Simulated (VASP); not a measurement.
Here is a VASP 6.6.1 calculation.

The input INCAR:

```
SYSTEM = Ag
  ALGO = Normal
  EDIFF = 1E-7
  ENCUT = 520
  GGA = PS
  ISIF = 2
  ISMEAR = -1
  LASPH = .True.
  LCHARG = .False.
  LREAL = .False.
  LWAVE = .False.
  NBANDS = 18
  NELM = 100
  PREC = Accurate
  SIGMA = 0.05
```

File KPOINTS:

```
k-points
0
Gamma
  9 9 5
  0 0 0
```

Contents of POSCAR:

```
Ag
1.0
    2.9300000000     -0.0586000000      0.0000000000
   -1.5157490887      2.5667544331      0.0000000000
    0.0000000000      0.0000000000      4.7900000000
Ag
2
Direct
    0.6666666667      0.3333333333      0.7500000000
    0.3333333333      0.6666666667      0.2500000000
```

Potentials or basis: VASP PAW PBE potentials, release 64 (Ag).

Run with:

```console
$ cat potpaw_PBE.64/Ag/POTCAR > POTCAR
$ mpirun -np 1 vasp_std > vasp.out
```

**Question.** Predict the band gap on the k mesh.

**Answer.** Zero (bands 11 and 12 overlap by 6.75 eV).

**Question.** Predict the largest force.

**Answer.** 0.040 eV/Å.

**Question.** Predict the pressure.

**Answer.** -6.7 GPa.

Stress tensor (GPa, compression positive):
```
-7.31  1.97  0.00
 1.97 -7.05  0.00
 0.00  0.00 -5.75
```

Caveat: the cell stands under tension; the PAW data sets were made with another functional, which shifts forces and pressure a little.
